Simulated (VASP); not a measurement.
Crystal: RbGa3Te2.

```
Rb Ga Te
1.0
     4.99667    0.00000    0.00000
     0.00000    4.99667    0.00000
     0.00000    0.00000    7.18897
Rb Ga Te
1 3 2
Cartesian
  0.0000 0.0000 3.5945
  0.0000 2.4983 0.0000
  2.4983 0.0000 0.0000
  2.4983 2.4983 0.0000
  2.4983 2.4983 5.0857
  2.4983 2.4983 2.1033
```

The cell was built from a structure type or drawn by symmetry, and may not be a known phase.

```yaml
Program: VASP 6.6.1
Task: relaxation of cell and atoms
Functional: PBE
Potentials_or_basis: VASP PAW PBE potentials, release 64 (Rb_sv, Ga_d, Te)
Cutoff: 600 eV
k_mesh: 4 × 4 × 4
Occupations: gaussian, width 0.1 eV
Spin: no spin polarisation
```

At the start: pressure 18.2 GPa; volume 29.91 Å³/atom.

Task: Where does the relaxation end?

Result: Over 8 steps the energy falls by 772.1 meV/atom and the volume is 36.73 Å³/atom (+22.8 %); space group P4/mmm (No. 123, to 0.1 Å) before and after.

The path:
| step | energy change (eV) | largest force (eV/Å) | pressure (GPa) | volume (Å³) |
| --- | --- | --- | --- | --- |
| 1 | 0.0000 | 8.5183 | 18.19 | 179.48 |
| 2 | -3.6473 | 0.0147 | -2.75 | 275.86 |
| 3 | -4.6027 | 0.4328 | -0.33 | 224.75 |
| 4 | -4.6069 | 0.4081 | -0.24 | 223.80 |
| 5 | -4.6093 | 0.3596 | 0.00 | 222.14 |
| 6 | -4.6262 | 0.1956 | -0.11 | 222.01 |
| 7 | -4.6310 | 0.0743 | -0.18 | 221.86 |
| 8 | -4.6328 | 0.0262 | -0.03 | 220.40 |

Final structure:
```
Rb Ga Te
1.0
     5.07364    0.00000    0.00000
     0.00000    5.07364    0.00000
     0.00000    0.00000    8.56213
Rb Ga Te
1 3 2
Direct
  0.00000 0.00000 0.50000
  0.00000 0.50000 0.00000
  0.50000 0.00000 0.00000
  0.50000 0.50000 0.00000
  0.50000 0.50000 0.67701
  0.50000 0.50000 0.32299
```

Caveat: the volume moved by over 15 % at a fixed basis, so the end points are rough.
